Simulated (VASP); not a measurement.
# TaSi (anti NiAs type) (P6_3/mmc) in VASP: further runs, part 2 of 2

VASP 6.6.1.

## Step 3: Relaxation of cell and atoms, PBE, target pressure 430 GPa, at which the enthalpy is minimised

Input file INCAR:

```
SYSTEM = TaSi
ALGO     = Normal         ! electronic algorithm
EDIFF    = 1E-6           ! SCF threshold, eV
EDIFFG   = -0.005         ! ionic threshold
ENCUT    = 600            ! plane-wave cutoff, eV
GGA      = PE             ! functional
IBRION   = 2              ! ionic algorithm
ISIF     = 3              ! what is computed and relaxed
ISMEAR   = -1             ! smearing method
LASPH    = .True.         ! aspherical terms in the spheres
LCHARG   = .False.        ! write CHGCAR
LREAL    = .False.        ! projectors in reciprocal space
LWAVE    = .False.        ! write WAVECAR
NELM     = 60             ! most SCF steps
NSW      = 60             ! ionic steps
PREC     = Accurate       ! precision mode
PSTRESS  = 4300.0       
SIGMA    = 0.1            ! smearing width, eV
```

Input file KPOINTS:

```
k-points
0
Gamma
  12 12 7
  0 0 0
```

Input file POSCAR:

```
TaSi
1.0
    2.9293591622      0.0000000000      0.0000000000
   -1.4646795811      2.5368994512      0.0000000000
    0.0000000000      0.0000000000      4.5405067014
Ta Si
2 2
Direct
    0.0000000000      0.0000000000      0.0000000000
    0.0000000000      0.0000000000      0.5000000000
    0.3333333333      0.6666666667      0.2500000000
    0.6666666667      0.3333333333      0.7500000000
```

Potentials or basis: VASP PAW PBE potentials, release 64 (Ta_pv, Si).

On the command line:

```
$ cat potpaw_PBE.64/Ta_pv/POTCAR potpaw_PBE.64/Si/POTCAR > POTCAR
$ mpirun -np 1 vasp_std > vasp.out
```

OUTCAR:

```text
SYSTEM = TaSi
   EDIFF = 1E-6
   EDIFFG = -0.005
   ENCUT = 600
   GGA = PE
   IBRION = 2
   ISIF = 3
   ISMEAR = -1
   LASPH = .True.
   LREAL = .False.
   NELM = 60
   NSW = 60
   PREC = Accurate
   PSTRESS = 4300.0

 ion  position               nearest neighbor table
   1  0.000  0.000  0.000-   3 2.04   4 2.04   3 2.04   4 2.04   4 2.04   3 2.04   2 2.27   2 2.27

   2  0.000  0.000  0.500-   3 2.04   4 2.04   3 2.04   4 2.04   4 2.04   3 2.04   1 2.27   1 2.27

   3  0.333  0.667  0.250-   1 2.04   2 2.04   1 2.04   2 2.04   1 2.04   2 2.04   4 2.83   4 2.83
                             4 2.83   4 2.83   4 2.83   4 2.83
   4  0.667  0.333  0.750-   1 2.04   2 2.04   1 2.04   2 2.04   1 2.04   2 2.04   3 2.83   3 2.83
                             3 2.83   3 2.83   3 2.83   3 2.83

  LATTYP: Found a hexagonal cell.
 ALAT       =     2.9293591622
 C/A-ratio  =     1.5500000000

  Lattice vectors:

 A1 = (   2.9293591622,   0.0000000000,   0.0000000000)
 A2 = (  -1.4646795811,   2.5368994512,   0.0000000000)
 A3 = (   0.0000000000,   0.0000000000,   4.5405067014)

Analysis of symmetry for initial positions (statically):
=====================================================================
 Subroutine PRICEL returns:
 Original cell was already a primitive cell.

 Routine SETGRP: Setting up the symmetry group for a
 hexagonal supercell.

 Subroutine GETGRP returns: Found 24 space group operations
 (whereof 12 operations were pure point group operations)
 out of a pool of 24 trial point group operations.

The static configuration has the point symmetry D_3d.
 The point group associated with its full space group is D_6h.

Analysis of symmetry for dynamics (positions and initial velocities):
=====================================================================
 Subroutine PRICEL returns:
 Original cell was already a primitive cell.

 Routine SETGRP: Setting up the symmetry group for a
 hexagonal supercell.

 Subroutine GETGRP returns: Found 24 space group operations
 (whereof 12 operations were pure point group operations)
[... 147 lines left out ...]

 number of electron      30.0000003 magnetization

 Free energy of the ion-electron system (eV)
  ---------------------------------------------------
  ext. energy  EPLUGINS =         0.00000000
  ---------------------------------------------------
  free energy    TOTEN  =        -2.18807168 eV

  energy without entropy =       -2.13357601  energy(sigma->0) =       -2.16082385

------------------------ aborting loop because EDIFF is reached ----------------------------------------

  FORCE on cell =-STRESS in cart. coord.  units (eV):
  Direction    XX          YY          ZZ          XY          YZ          ZX
  --------------------------------------------------------------------------------------
  -------------------------------------------------------------------------------------
  Total       92.1459840     92.1459840    117.6691328     -0.0000000     -0.0000000      0.0000000
  in kB     4375.2895182   4375.2895180   5587.1835223     -0.0000000     -0.0000000      0.0000000
  external PRESSURE =     479.2541862 kB  Pullay stress =    4300.0000000 kB
[... 103 lines left out ...]
  energy  without entropy=      -12.3239256472  energy(sigma->0) =      -12.35778153

  enthalpy is  TOTEN    =        87.4243302196 eV   P V=       99.8159676341

[... ionic steps 4 to 18 ...]

--------------------------------------- Ionic step       19  -------------------------------------------

 number of electron      29.9999978 magnetization

------------------------ aborting loop because EDIFF is reached ----------------------------------------
[... 75 lines left out ...]
--------------------------------------- Ionic step       21  -------------------------------------------

 number of electron      29.9999978 magnetization

 Free energy of the ion-electron system (eV)
  ---------------------------------------------------
  ext. energy  EPLUGINS =         0.00000000
  ---------------------------------------------------
  free energy    TOTEN  =       -11.35160030 eV

  energy without entropy =      -11.31675554  energy(sigma->0) =      -11.33417792

 E-fermi :  16.7455     XC(G=0): -15.4176

 val. band max:       16.7445644726   @ k =   0.1667   0.1667   0.2857
 cond. band min:      16.8092589703   @ k =   0.3333   0.3333   0.0000
 fundamental gap:      0.0646944978
 Fermi energy:        16.7454718884

 k-point     1 :       0.0000    0.0000    0.0000
  band No.  band energies     occupation
      1     -19.1329      2.00000
      2     -18.7664      2.00000
      3     -14.3922      2.00000
      4     -14.3922      2.00000
      5     -14.3869      2.00000
      6     -14.3869      2.00000
[... 505 lines left out ...]
      6     -15.6097      2.00000
[... 11 lines left out ...]
     18      21.2464      0.00000
     19      22.3149      0.00000

 [... further k-points ...]

------------------------ aborting loop because EDIFF is reached ----------------------------------------

  FORCE on cell =-STRESS in cart. coord.  units (eV):
  Direction    XX          YY          ZZ          XY          YZ          ZX
  --------------------------------------------------------------------------------------
  -------------------------------------------------------------------------------------
  Total       89.3960797     89.3960796     89.4025140      0.0000000     -0.0000000     -0.0000000
  in kB     4299.7551309   4299.7551261   4300.0646082      0.0000000     -0.0000000     -0.0000000
  external PRESSURE =      -0.1417116 kB  Pullay stress =    4300.0000000 kB
[... 23 lines left out ...]
  energy  without entropy=      -11.3167555380  energy(sigma->0) =      -11.33417792

  enthalpy is  TOTEN    =        78.0495704676 eV   P V=       89.4011707688

 reached required accuracy - stopping structural energy minimisation
```

Run time: 6.1 min. Hardware: 1 thread of Intel Xeon Platinum 8375C at 2.90GHz (Ice Lake), shared host; peak memory 0.22 GiB.

What came out:

```yaml
Free_energy: -11.3516 eV
Relaxed_volume: 8.33 Å³/atom
Relaxed_cell: a = 2.315 Å, b = 2.315 Å, c = 7.179 Å, α = 90.00°, β = 90.00°, γ = 120.00°
Space_group_after_relaxing_to_0.1_Å: P6_3/mmc (No. 194)
Energy_change_on_relaxing_the_run_minimises_the_enthalpy: -2290.9 meV/atom
Ionic_steps: 21
Pressure_after_relaxing: 430.0 GPa
Band_gap_on_the_k_mesh: zero (bands 15 and 16 overlap by 4.10 eV)
```

The path:
```csv
step,energy change (eV),largest force (eV/Å),pressure (GPa),volume (Å³)
1,0.0000,0.0000,477.93,33.74
2,-26.1412,0.0000,141.90,46.50
3,-10.2036,0.0000,350.14,37.19
4,-8.5057,0.0000,371.80,36.54
5,-9.9437,0.0000,375.14,35.72
6,8.4223,0.0000,710.24,28.69
7,-8.4312,0.0000,427.67,33.68
8,-3.4138,0.0000,526.27,31.42
9,1.1973,0.0000,601.12,30.10
10,-2.0532,0.0000,550.10,30.98
11,-5.1449,0.0000,483.17,32.13
12,-3.9505,0.0000,513.85,31.57
13,-6.2694,0.0000,476.78,32.30
14,-10.1678,0.0000,414.62,33.70
15,-9.0870,0.0000,431.78,33.28
16,-8.9949,0.0000,433.20,33.25
17,-9.0538,0.0000,432.13,33.27
18,-9.2270,0.0000,428.79,33.33
19,-9.1735,0.0000,429.84,33.31
20,-9.1770,0.0000,429.77,33.32
21,-9.1635,0.0000,429.99,33.31
```

Final structure:
```
CELL_PARAMETERS angstrom
2.31463 0.00000 0.00000
-1.15731 2.00453 0.00000
0.00000 0.00000 7.17946
ATOMIC_POSITIONS crystal
Ta 0.00000 0.00000 0.00000
Ta 0.00000 0.00000 0.50000
Si 0.33333 0.66667 0.25000
Si 0.66667 0.33333 0.75000
```

Caveat: the cell is relaxed towards a set pressure, so the run minimises the enthalpy, not the energy; a cell axis changed by over 15 % at a fixed basis, so the end point is rough; spin-orbit coupling is left out, which moves the levels of the heavy elements.
